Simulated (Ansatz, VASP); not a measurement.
## One calculation of Nb, two programs

File POSCAR:

```
Nb
1.0
   -1.6185523516      1.6185523516      1.6185523516
    1.6185523516     -1.6185523516      1.6185523516
    1.6185523516      1.6185523516     -1.6185523516
Nb
1
Direct
    0.0000000000      0.0000000000      0.0000000000
```

File INCAR.step1:

```
SYSTEM = Nb
PREC = Accurate ; ENCUT = 520
ISMEAR = 0 ; SIGMA = 0.1
LREAL = .FALSE. ; LASPH = .TRUE.
NELM = 80 ; NBANDS = 12
GGA = PE ; ALGO = Normal
EDIFF = 1E-4 ; LWAVE = .TRUE.
LCHARG = .FALSE.
```

File INCAR.step2:

```
SYSTEM = Nb
PREC = Accurate ; ENCUT = 520
EDIFF = 1E-7 ; ISMEAR = 0
SIGMA = 0.1 ; LREAL = .FALSE.
LASPH = .TRUE. ; NELM = 80
ALGO = Normal ; ISIF = 2
LWAVE = .FALSE. ; LCHARG = .TRUE.
METAGGA = R2SCAN ; LMIXTAU = .TRUE.
LELF = .TRUE. ; LVHAR = .TRUE.
NBANDS = 12 ; ISTART = 1
```

KPOINTS

```
regular mesh
0
G
  18 18 18
  0 0 0
```

Input for Ansatz:

```yaml
crystal:
  lattice:
    - [-1.6185523516, 1.6185523516, 1.6185523516]
    - [1.6185523516, -1.6185523516, 1.6185523516]
    - [1.6185523516, 1.6185523516, -1.6185523516]
  atoms:
    - { symbol: Nb, position: [0.0, 0.0, 0.0] }
basis:
  ecutwfc: 500
kpoints:
  mp_grid: { grid: [18, 18, 18] }
hamiltonian:
  xc: r2scan
scf:
  occupations: { method: gaussian, width: 0.1 }
output:
  forces: true
  stress: true
  eigenvalues: true
```

Alike in both runs: task single point; functional r2SCAN; k mesh 18 × 18 × 18; occupations gaussian, width 0.1 eV; no spin polarisation.

|  | VASP | Ansatz |
| --- | --- | --- |
| version | VASP 6.6.1 | Ansatz 0.2.0 |
| potentials or method | VASP PAW PBE potentials, release 64 (Nb_sv), cutoff 520 eV | scalar-relativistic, plane waves, PAW |
| valence electrons in the cell | 13 | 13 |

VASP gave:

| Quantity | Value |
| --- | --- |
| gap on the k mesh at the Fermi level (eV) | none |
| pressure (GPa) | 11.7 |

**Question.** Which values does Ansatz return?

**Answer.** gap on the k mesh at the Fermi level (eV): none; pressure (GPa): 11.9.

VASP's potentials were made for PBE, not for r2SCAN. A gap of «none» marks a metal or a gap that the smearing closes.
